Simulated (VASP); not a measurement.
Crystal: C.

```
C
1.0
     0.00000    1.66856    1.88247
     1.66856    0.00000    1.88247
     1.66856    1.66856    0.00000
C
2
Direct
  0.50000 0.50000 0.50000
  0.75000 0.75000 0.75000
```

This cell differs from its parent crystal: volume 5.241 Å^3 an atom, c/a of the conventional cell 1.1282.

Base run:

```yaml
Program: VASP 6.6.1
Functional: LDA
Potentials_or_basis: VASP PAW LDA potentials, release 64 (C)
Cutoff: 520 eV
k_mesh: 12 × 12 × 12
Occupations: gaussian, width 0.05 eV
Spin: no spin polarisation
```

Its results: band gap on the k mesh 2.74 eV, indirect (least direct gap 4.68 eV); pressure 27.3 GPa.

Task: The run is repeated on the same cell with these changes: potentials or basis from VASP PAW LDA potentials, release 64 (C) to VASP PAW LDA potentials, release 64 (C_h); cutoff from 520 eV to 910 eV. What comes out?

Result: Band gap on the k mesh 2.74 eV, indirect (least direct gap 4.68 eV); pressure 26.3 GPa.

Caveats: the cutoff is under 1.25 times the usual one of these potentials, so pressure, stress and relaxed cells hold a basis-set (Pulay) error (some runs).

A k mesh can miss the band edges.
